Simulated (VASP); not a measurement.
Set up this calculation in VASP 6.6.1, as the native input.

```
Task                   : single point
Functional             : PBE
Potentials or basis    : VASP PAW PBE potentials, release 64 (Mo_sv, C, O)
Cutoff                 : 520 eV
k mesh                 : 6 × 6 × 1
Occupations            : gaussian, width 0.1 eV
Spin                   : no spin polarisation
Dipole correction      : yes
Further INCAR settings : ALGO = Normal; EDIFF = 1e-06; NBANDS = 57
```

The structure of Mo6CO lies in POSCAR:

```
Mo6CO
1.0
    4.4695355114      0.0000000000      0.0000000000
   -2.2347677557      3.8707312960      0.0000000000
    0.0000000000      0.0000000000     22.2594351375
Mo C O
6 1 1
Direct
    0.6666666667      0.3333333333      0.1796990793
    0.3333333333      0.6666666667      0.2206857490
    0.0000000000      0.0000000000      0.2616724188
    0.6666666667      0.3333333333      0.2990140341
    0.3333333333      0.6666666667      0.3355214634
    0.0000000000      0.0000000000      0.3710532224
    0.1666666667      0.3333333333      0.5134647428
    0.2964340661      0.5928681322      0.5395211093
```

The input as run:

INCAR

```
ALGO = Normal
DIPOL = 0.5 0.5 0.340
EDIFF = 1E-6
ENCUT = 520
GGA = PE
IDIPOL = 3
ISIF = 2
ISMEAR = 0
LASPH = T
LCHARG = F
LDIPOL = T
LREAL = F
LWAVE = F
NBANDS = 57
NELM = 100
PREC = Accurate
SIGMA = 0.1
```

KPOINTS

```
k-points
0
Gamma
  6 6 1
```

Potentials or basis: VASP PAW PBE potentials, release 64 (Mo_sv, C, O).

Run with:

```bash
$ cat potpaw_PBE.64/Mo_sv/POTCAR potpaw_PBE.64/C/POTCAR potpaw_PBE.64/O/POTCAR > POTCAR
$ mpirun -np 1 vasp_std > vasp.out
```

It gave:

```yaml
Largest_force: 1.520 eV/Å
Band_gap_on_the_k_mesh: zero (bands 47 and 48 overlap by 0.06 eV)
```

It took 7.4 min on 1 thread of Intel(R) Xeon(R) 6975P-C (Granite Rapids) (shared host), peak memory 0.65 GiB.
